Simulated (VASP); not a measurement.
Wanted: the native input for a VASP 6.6.1 run.

| Quantity | Value |
| --- | --- |
| Task | relaxation of cell and atoms |
| Functional | PBEsol |
| Potentials or basis | VASP PAW PBE potentials, release 64 (Cu) |
| Cutoff | 600 eV |
| k mesh | 15 × 15 × 15 |
| Occupations | fermi-dirac, width 0.05 eV |
| Spin | no spin polarisation |
| Dipole correction | no |
| Further INCAR settings | ALGO = Normal; EDIFF = 1e-06; IBRION = 2; EDIFFG = -0.02; NSW = 80; ISIF = 3 |

The structure of Cu lies in POSCAR:

```
Cu
1.0
    0.0000000000      1.8075000000      1.8075000000
    1.8075000000      0.0000000000      1.8075000000
    1.8075000000      1.8075000000      0.0000000000
Cu
1
Direct
    0.0000000000      0.0000000000      0.0000000000
```

These files were run (other wordings do the same):

INCAR

```
PREC = Accurate
ENCUT = 600
EDIFF = 1E-6
ISMEAR = -1
SIGMA = 0.05
LREAL = F
LASPH = T
NELM = 100
ALGO = Normal
ISIF = 3
LWAVE = F
LCHARG = F
GGA = PS
IBRION = 2
NSW = 80
EDIFFG = -0.02
```

KPOINTS

```
Automatic mesh
0
Gamma
  15 15 15
```

Potentials or basis: VASP PAW PBE potentials, release 64 (Cu).

Run with:

```sh
$ cat potpaw_PBE.64/Cu/POTCAR > POTCAR
$ mpirun -np 1 vasp_std > vasp.out
```

Results of the run:

- Relaxed volume: 11.35 Å³/atom
- Relaxed cell: a = 2.522 Å, b = 2.522 Å, c = 2.522 Å, α = 60.00°, β = 60.00°, γ = 60.00°
- Space group after relaxing (to 0.05 Å): Fm-3m (No. 225)
- Energy gained by relaxing: 8.8 meV/atom
- Ionic steps: 3
- Pressure after relaxing: 0.0 GPa

Caveat: the PAW data sets were made with another functional, which shifts forces and pressure a little.

Wall time 23 s on 1 thread of Intel(R) Xeon(R) 6975P-C (Granite Rapids), on a shared host, peak memory 0.14 GiB.
